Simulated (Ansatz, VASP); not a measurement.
# One calculation of FePt, two programs

```
Pt Fe
1.0
     2.72350    0.00000    0.00000
     0.00000    2.72350    0.00000
     0.00000    0.00000    3.72000
Pt Fe
1 1
Cartesian
  1.3618 1.3618 1.8600
  0.0000 0.0000 0.0000
```

Alike in both runs: functional r2SCAN; k mesh 7 × 7 × 5; occupations fermi-dirac, width 0.05 eV; non-collinear spin, spin-orbit coupling.

```csv
,VASP,Ansatz
version,VASP 6.6.1,Ansatz 0.2.0
potentials or method,"VASP PAW PBE potentials, release 64 (Pt, Fe)",Ansatz PAW
plane-wave cutoff (eV),660,500
valence electrons in the cell,18,34
task,single point,band structure
```

VASP gave:

| Property | Result |
| --- | --- |
| pressure (GPa) | 1.4 |
| traceless stress, the component that is largest in VASP (GPa) | -1.24 |
| net moment per atom (μB) | 1.74 |

What did Ansatz give for the same quantities?

Pressure (GPa): 1.1; traceless stress, the component that is largest in VASP (GPa): -0.92; net moment per atom (μB): 1.74.

VASP's potentials were made for PBE, not for r2SCAN. VASP's potentials hold 18 valence electrons a cell and Ansatz's 34, so a difference there can come from the potentials and not from the codes.

Noted on Ansatz's run: the magnetic or orbital state may not be the lowest.
